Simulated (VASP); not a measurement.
# ZnCu2 (Cu (100), 3 layers) in VASP: a series of runs

Runs on ZnCu2 (Cu (100), 3 layers). Level: PBE. Tasks: single point.

Program: VASP 6.6.1. These are calculated values, not measurements. Logs are shortened: lines on timing, memory, paths and dates and some standing lists are left out, and cuts for length are marked.

**1. The cell of the first run**

The cell holds a slab with vacuum, 3 atoms: a = 2.567 Å, b = 2.567 Å, c = 19.630 Å, α = 90.00°, β = 90.00°, γ = 90.00°.

**2. Single point, PBE**

INCAR reads:

```
ALGO = Normal ; DIPOL = 0.5 0.5 0.500
EDIFF = 1E-6 ; ENCUT = 520
GGA = PE ; IDIPOL = 3
ISIF = 2 ; ISMEAR = -1
LASPH = True ; LCHARG = False
LDIPOL = True ; LREAL = False
LWAVE = False ; NBANDS = 24
NELM = 60 ; PREC = Accurate
SIGMA = 0.1
```

KPOINTS reads:

```
k-points
0
Gamma
  14 14 1
```

POSCAR reads:

```
ZnCu2
1.0
    2.5665139637      0.0000000000      0.0000000000
    0.0000000000      2.5665139637      0.0000000000
    0.0000000000      0.0000000000     19.6296000000
Zn Cu
1 2
Direct
    0.0000000000      0.0000000000      0.4099484592
    0.5000000000      0.5000000000      0.4999999064
    0.0000000000      0.0000000000      0.5900516344
```

Potentials or basis: VASP PAW PBE potentials, release 64 (Zn, Cu).

Launch:

```
cat potpaw_PBE.64/Zn/POTCAR potpaw_PBE.64/Cu/POTCAR > POTCAR
mpirun -np 1 vasp_std > vasp.out
```

OUTCAR:

```text
EDIFF = 1E-6
   ENCUT = 520
   GGA = PE
   ISIF = 2
   ISMEAR = -1
   LASPH = True
   LREAL = False
   NELM = 60
   PREC = Accurate

 ion  position               nearest neighbor table
   1  0.000  0.000  0.410-   2 2.53   2 2.53   2 2.53   2 2.53
   2  0.500  0.500  0.500-   1 2.53   1 2.53   1 2.53   1 2.53   3 2.53   3 2.53   3 2.53   3 2.53

   3  0.000  0.000  0.590-   2 2.53   2 2.53   2 2.53   2 2.53

  LATTYP: Found a simple tetragonal cell.
 ALAT       =     2.5665139637
 C/A-ratio  =     7.6483511400

  Lattice vectors:

 A1 = (   2.5665139637,   0.0000000000,   0.0000000000)
 A2 = (   0.0000000000,   2.5665139637,   0.0000000000)
 A3 = (   0.0000000000,   0.0000000000,  19.6296000000)

Analysis of symmetry for initial positions (statically):
=====================================================================
 Subroutine PRICEL returns:
 Original cell was already a primitive cell.

 Routine SETGRP: Setting up the symmetry group for a
 simple tetragonal supercell.

 Subroutine GETGRP returns: Found  8 space group operations
 (whereof  8 operations were pure point group operations)
 out of a pool of 16 trial point group operations.

The static configuration has the point symmetry C_4v.

Analysis of symmetry for dynamics (positions and initial velocities):
=====================================================================
 Subroutine PRICEL returns:
 Original cell was already a primitive cell.

 Routine SETGRP: Setting up the symmetry group for a
 simple tetragonal supercell.

 Subroutine GETGRP returns: Found  8 space group operations
 (whereof  8 operations were pure point group operations)
 out of a pool of 16 trial point group operations.

The dynamic configuration has the point symmetry C_4v.

 Subroutine INISYM returns: Found  8 space group operations
 (whereof  8 operations are pure point group operations),
 and found     1 'primitive' translations

----------------------------------------------------------------------------------------

                                     Primitive cell

  volume of cell :     129.3001

  direct lattice vectors                    reciprocal lattice vectors
     2.566513964  0.000000000  0.000000000     0.389633571  0.000000000  0.000000000
     0.000000000  2.566513964  0.000000000     0.000000000  0.389633571  0.000000000
     0.000000000  0.000000000 19.629600000     0.000000000  0.000000000  0.050943473

  length of vectors
     2.566513964  2.566513964 19.629600000     0.389633571  0.389633571  0.050943473

  position of ions in fractional coordinates (direct lattice)
     0.000000000  0.000000000  0.409948459
     0.500000000  0.500000000  0.499999906
     0.000000000  0.000000000  0.590051634

  ion indices of the primitive-cell ions
   primitive index   ion index
                 1           1
                 2           2
                 3           3

----------------------------------------------------------------------------------------

 KPOINTS: k-points

Automatic generation of k-mesh.
 Grid dimensions read from file:
 generate k-points for:   14   14    1

 Generating k-lattice:

  Cartesian coordinates                     Fractional coordinates (reciprocal lattice)
     0.027830969  0.000000000  0.000000000     0.071428571  0.000000000  0.000000000
     0.000000000  0.027830969  0.000000000     0.000000000  0.071428571  0.000000000
     0.000000000  0.000000000  0.050943473     0.000000000  0.000000000  1.000000000

  Length of vectors
     0.027830969  0.027830969  0.050943473

  Shift w.r.t. Gamma in fractional coordinates (k-lattice)
     0.000000000  0.000000000  0.000000000

 Subroutine IBZKPT returns following result:
 ===========================================

 Found     36 irreducible k-points:

 Following reciprocal coordinates:
            Coordinates               Weight
  0.000000  0.000000  0.000000      1.000000
  0.071429  0.000000  0.000000      4.000000
  0.142857  0.000000  0.000000      4.000000
  0.214286  0.000000  0.000000      4.000000
  0.285714  0.000000  0.000000      4.000000
  0.357143  0.000000  0.000000      4.000000
[... 16 lines left out ...]
  0.285714  0.214286  0.000000      8.000000
  0.357143  0.214286  0.000000      8.000000
 [... further k-points ...]
   k-points           NKPTS =     36   k-points in BZ     NKDIM =     36   number of bands    NBANDS=     24
   number of dos      NEDOS =    301   number of ions     NIONS =      3
   total plane-waves  NPLWV =  60000
   dimension x,y,z NGX =    20 NGY =   20 NGZ =  150
   dimension x,y,z NGXF=    40 NGYF=   40 NGZF=  300
   ions per type =               1   2
   NGX,Y,Z   is equivalent  to a cutoff of  12.95, 12.95, 12.70 a.u.
   NGXF,Y,Z  is equivalent  to a cutoff of  25.91, 25.91, 25.41 a.u.
 SYSTEM =  unknown system
   PREC   = accura    normal or accurate (medium, high low for compatibility)
   ISTART =      0    job   : 0-new  1-cont  2-samecut
   ICHARG =      2    charge: 1-file 2-atom 10-const
   ISPIN  =      1    spin polarized calculation?
   LNONCOLLINEAR =      F non collinear calculations
   LSORBIT =      F    spin-orbit coupling
   LASPH  =      T    aspherical Exc in radial PAW
   ENCUT  =  520.0 eV  38.22 Ry    6.18 a.u.   4.77  4.77 36.50*2*pi/ulx,y,z
   NELM   =     60;   NELMIN=  2; NELMDL= -5     # of ELM steps
   EDIFF  = 0.1E-05   stopping-criterion for ELM
   LREAL  =      F    real-space projection
   EDIFFG = 0.1E-04   stopping-criterion for IOM
   NSW    =      0    number of steps for IOM
   IBRION =     -1    ionic relax: 0-MD 1-quasi-New 2-CG
   NFREE  =      0    steps in history (QN), initial steepest desc. (CG)
   ISIF   =      2    stress and relaxation
   ISYM   =      2    0-nonsym 1-usesym 2-fastsym
   POTIM  = 0.5000    time-step for ionic-motion
   TEBEG  =    0.0;   TEEND  =   0.0 temperature during run
   PSTRESS=    0.0 pullay stress
   NELECT =      34.0000    total number of electrons
   NUPDOWN=      -1.0000    fix difference up-down
   EMIN   =  10.00;   EMAX   =-10.00  energy-range for DOS
   EFERMI =   0.00;   METHOD = LEGACY
   ISMEAR =    -1;   SIGMA  =   0.10  broadening in eV -4-tet -1-fermi 0-gaus
   EFERMI_NEDOS =   21; number of points for ismear=-14 and -15
   IALGO  =     38    algorithm
   IMIX   =      4    mixing-type and parameters
     AMIX     =   0.40;   BMIX     =  1.00
     AMIX_MAG =   1.60;   BMIX_MAG =  1.00
  volume/ion in A,a.u.               =      43.10       290.85
  Fermi-wavevector in a.u.,A,eV,Ry     =   1.048821  1.981985 14.966769  1.100026
  Thomas-Fermi vector in A             =   2.183759
   LORBIT       =      0    0 simple, 1 ext, 2 COOP (PROOUT), +10 PAW based schemes
   GGA     = PE    functional components
   LHFCALC =     F    Hartree Fock is set to
   AEXX    =    0.0000 exact exchange contribution
   IVDW    =     0    specifies the selected vdW correction
   LEPSILON=     F    determine dielectric tensor
   LRPA    =     F    only Hartree local field effects (RPA)
 non-spin polarized calculation
  energy-cutoff  :      520.00
  volume of cell :      129.30
 maximum number of plane-waves:      3510
 NGX is ok and might be reduce to    20
   NGX =  9   NGY =  9   NGZ = 73

 number of electron      33.9999946 magnetization

 dipolmoment           0.000000      0.000000      0.007432 electrons x Angstroem

 Free energy of the ion-electron system (eV)
  ---------------------------------------------------
  ext. energy  EPLUGINS =         0.00000000
  ---------------------------------------------------
  free energy    TOTEN  =        -7.64421418 eV

  energy without entropy =       -7.60806388  energy(sigma->0) =       -7.62613903

 E-fermi :  -1.2561     XC(G=0):  -4.5253

 val. band max:       -1.2582558331   @ k =   0.2857   0.0000   0.0000
 cond. band min:      -1.1864178261   @ k =   0.4286   0.0000   0.0000
 fundamental gap:      0.0718380071
 Fermi energy:        -1.2560824333

 k-point     1 :       0.0000    0.0000    0.0000
  band No.  band energies     occupation
      1     -10.9120      2.00000
      2      -9.5426      2.00000
      3      -9.4281      2.00000
      4      -8.4978      2.00000
      5      -8.4978      2.00000
      6      -8.2536      2.00000
[... 16 lines left out ...]
     23       5.4338      0.00000
     24       6.1267      0.00000

 k-point     2 :       0.0714    0.0000    0.0000
  band No.  band energies     occupation
      1     -10.7960      2.00000
      2      -9.5177      2.00000
      3      -9.3816      2.00000
      4      -8.5300      2.00000
      5      -8.4951      2.00000
      6      -8.2741      2.00000
[... 16 lines left out ...]
     23       5.5548      0.00000
     24       6.2306      0.00000

 k-point     3 :       0.1429    0.0000    0.0000
  band No.  band energies     occupation
      1     -10.4636      2.00000
      2      -9.4552      2.00000
      3      -9.2450      2.00000
      4      -8.6071      2.00000
      5      -8.4874      2.00000
      6      -8.3306      2.00000
[... 16 lines left out ...]
     23       5.9167      0.00000
     24       6.5359      0.00000

 k-point     4 :       0.2143    0.0000    0.0000
  band No.  band energies     occupation
      1      -9.9943      2.00000
      2      -9.3521      2.00000
      3      -9.0485      2.00000
      4      -8.6574      2.00000
      5      -8.4778      2.00000
      6      -8.4098      2.00000
[... 16 lines left out ...]
     23       5.0752      0.00000
     24       6.5159      0.00000

 k-point     5 :       0.2857    0.0000    0.0000
  band No.  band energies     occupation
      1      -9.6312      2.00000
      2      -9.2411      2.00000
      3      -8.8507      2.00000
      4      -8.5056      2.00000
      5      -8.4573      2.00000
      6      -8.3987      2.00000
[... 16 lines left out ...]
     23       5.4955      0.00000
     24       5.7618      0.00000

 k-point     6 :       0.3571    0.0000    0.0000
  band No.  band energies     occupation
      1      -9.4812      2.00000
      2      -9.2477      2.00000
      3      -8.7266      2.00000
      4      -8.5804      2.00000
      5      -8.4492      2.00000
      6      -7.5956      2.00000
[... 16 lines left out ...]
     23       6.2382      0.00000
     24       6.5610      0.00000
[... 379 lines left out ...]
 k-point    21 :       0.5000    0.1429    0.0000
  band No.  band energies     occupation
      1      -9.2757      2.00000
      2      -9.1437      2.00000
      3      -8.8626      2.00000
      4      -8.6389      2.00000
      5      -8.5254      2.00000
      6      -5.7854      2.00000
[... 16 lines left out ...]
     23       7.0777      0.00000
     24       8.6224      0.00000

 k-point    22 :       0.2143    0.2143    0.0000
  band No.  band energies     occupation
      1      -9.3086      2.00000
      2      -9.0778      2.00000
      3      -8.9528      2.00000
      4      -8.7126      2.00000
      5      -8.6666      2.00000
      6      -8.1784      2.00000
[... 16 lines left out ...]
     23       5.7509      0.00000
     24       7.0037      0.00000

 k-point    23 :       0.2857    0.2143    0.0000
  band No.  band energies     occupation
      1      -9.1904      2.00000
      2      -9.0034      2.00000
      3      -8.8603      2.00000
      4      -8.7724      2.00000
      5      -8.6841      2.00000
      6      -7.6213      2.00000
[... 16 lines left out ...]
     23       6.4807      0.00000
     24       6.5922      0.00000

 k-point    24 :       0.3571    0.2143    0.0000
  band No.  band energies     occupation
      1      -9.1945      2.00000
      2      -9.0118      2.00000
      3      -8.8731      2.00000
      4      -8.7584      2.00000
      5      -8.6078      2.00000
      6      -6.8102      2.00000
[... 16 lines left out ...]
     23       7.2882      0.00000
     24       7.5606      0.00000

 [... further k-points ...]

------------------------ aborting loop because EDIFF is reached ----------------------------------------

 vacuum level on the upper side and lower side of the slab       (xc-potential included)        -0.026        -0.262

  FORCE on cell =-STRESS in cart. coord.  units (eV):
  Direction    XX          YY          ZZ          XY          YZ          ZX
  --------------------------------------------------------------------------------------
  -------------------------------------------------------------------------------------
  Total        0.4648364      0.4648364      1.1204462      0.0000000      0.0000000      0.0000000
  in kB        5.7598609      5.7598609     13.8836256      0.0000000      0.0000000      0.0000000
  external PRESSURE =       8.4677825 kB  Pullay stress =       0.0000000 kB

 VOLUME and BASIS-vectors are now :
 -----------------------------------------------------------------------------
  energy-cutoff  :      520.00
  volume of cell :      129.30
      direct lattice vectors                 reciprocal lattice vectors
     2.566513964  0.000000000  0.000000000     0.389633571  0.000000000  0.000000000
     0.000000000  2.566513964  0.000000000     0.000000000  0.389633571  0.000000000
     0.000000000  0.000000000 19.629600000     0.000000000  0.000000000  0.050943473

 POSITION                                       TOTAL-FORCE (eV/Angst)
 -----------------------------------------------------------------------------------
      0.00000      0.00000      8.04712        -0.000000     -0.000000     -0.587250
      1.28326      1.28326      9.81480         0.000000     -0.000000      0.534244
      0.00000      0.00000     11.58248        -0.000000      0.000000      0.053005
 -----------------------------------------------------------------------------------
    total drift:                               -0.000000      0.000000      0.000362

  FREE ENERGIE OF THE ION-ELECTRON SYSTEM (eV)
  ---------------------------------------------------
  free  energy   TOTEN  =        -7.6442141841 eV

  energy  without entropy=       -7.6080638808  energy(sigma->0) =       -7.62613903

 vacuum level on the upper side and lower side of the slab         3.147         2.893
```

It took 2.4 min on 1 thread of Intel Xeon 6975P-C, shared host; peak memory 0.3 GiB.

What came out:

```
Free energy            : -7.6442 eV
Largest force          : 0.587 eV/Å
Band gap on the k mesh : zero (band 17 reaches 0.77 eV, above the bottom of band 18 at -2.83 eV)
```

Forces in eV/Å, atoms in the order of the input:
```
Zn   0.000  0.000 -0.587
Cu   0.000  0.000  0.534
Cu   0.000  0.000  0.053
```

**3. Single point, PBE**

INCAR reads:

```
SYSTEM = ZnCu2
ALGO = Normal
DIPOL = 0.5 0.5 0.500
EDIFF = 1E-7
ENCUT = 520
GGA = PE
IDIPOL = 3
ISIF = 2
ISMEAR = -1
LASPH = .True.
LCHARG = .False.
LDIPOL = .True.
LREAL = .False.
LWAVE = .False.
NBANDS = 24
NELM = 60
PREC = Accurate
SIGMA = 0.1
```

KPOINTS reads:

```
k-points
0
Gamma
  14 14 1
  0 0 0
```

POSCAR is that of step 2.

Potentials or basis: VASP PAW PBE potentials, release 64 (Zn, Cu).

Launch:

```
cat potpaw_PBE.64/Zn/POTCAR potpaw_PBE.64/Cu/POTCAR > POTCAR
mpirun -np 1 vasp_std > vasp.out
```

Wall time 2.5 min (1 thread of Intel Xeon 6975P-C, shared host); peak memory 0.3 GiB.

It converged, with:

```yaml
Free_energy: -7.6442 eV
Largest_force: 0.587 eV/Å
Band_gap_on_the_k_mesh: zero (band 17 reaches 0.77 eV, above the bottom of band 18 at -2.83 eV)
```

Forces on the atoms (eV/Å):
```
Zn   0.000  0.000 -0.587
Cu   0.000  0.000  0.534
Cu   0.000  0.000  0.053
```

Levels at points of the mesh, in eV from the Fermi level:
```
           k point  band 13  band 14  band 15  band 16  band 17  band 18  band 19  band 20  band 21  band 22
(0.00, 0.00, 0.00)    -2.44    -2.43    -1.77    -1.77    -1.72    -1.56     0.53     3.84     4.49     5.03
(0.50, 0.00, 0.00)    -2.85    -1.95    -1.71    -1.46    -1.22    -0.25     1.15     3.41     5.20     6.81
(0.50, 0.50, 0.00)    -1.98    -1.78    -1.17     1.59     1.59     4.93     4.93     5.18     6.12     7.69
```
